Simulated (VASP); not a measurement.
LiF, 4 atoms in the cell. The structure is hexagonal, space group P6_3mc (No. 186). Conventional cell: a = 3.126 Å, b = 3.126 Å, c = 4.902 Å, α = 90.00°, β = 90.00°, γ = 120.00°. Li (site symmetry 3m) has 4 F at 1.84 to 2.10 Å within 2.4 Å. Within 2.4 Å of F (site symmetry 3m) lie 4 Li at 1.84 to 2.10 Å.  This cell differs from its parent crystal: atoms shifted along a free coordinate, c/a of the conventional cell at fixed volume 1.5681.

| Item | Value |
| --- | --- |
| Program | VASP 6.6.1 |
| Task | single point |
| Functional | PBE |
| Potentials or basis | VASP PAW PBE potentials, release 64 (Li_sv, F) |
| Cutoff | 520 eV |
| k mesh | 9 × 9 × 6 |
| Occupations | gaussian, width 0.05 eV |
| Spin | no spin polarisation |
| Dipole correction | no |
| Further INCAR settings | ALGO = Normal; EDIFF = 1e-07; NBANDS = 18 |

Potentials or basis: VASP PAW PBE potentials, release 64 (Li_sv, F).

Launch:

```bash
$ cat potpaw_PBE.64/Li_sv/POTCAR potpaw_PBE.64/F/POTCAR > POTCAR
$ mpirun -np 1 vasp_std > vasp.out
```

Hardware: 1 thread of Intel(R) Xeon(R) Platinum 8488C (Sapphire Rapids), with other jobs on the host.

Q: How long does it take, and how much memory?

A: Wall time 23 s on 1 thread of Intel(R) Xeon(R) Platinum 8488C (Sapphire Rapids) (shared host), peak memory 0.16 GiB. Counts: scf iterations 15, k points 48.
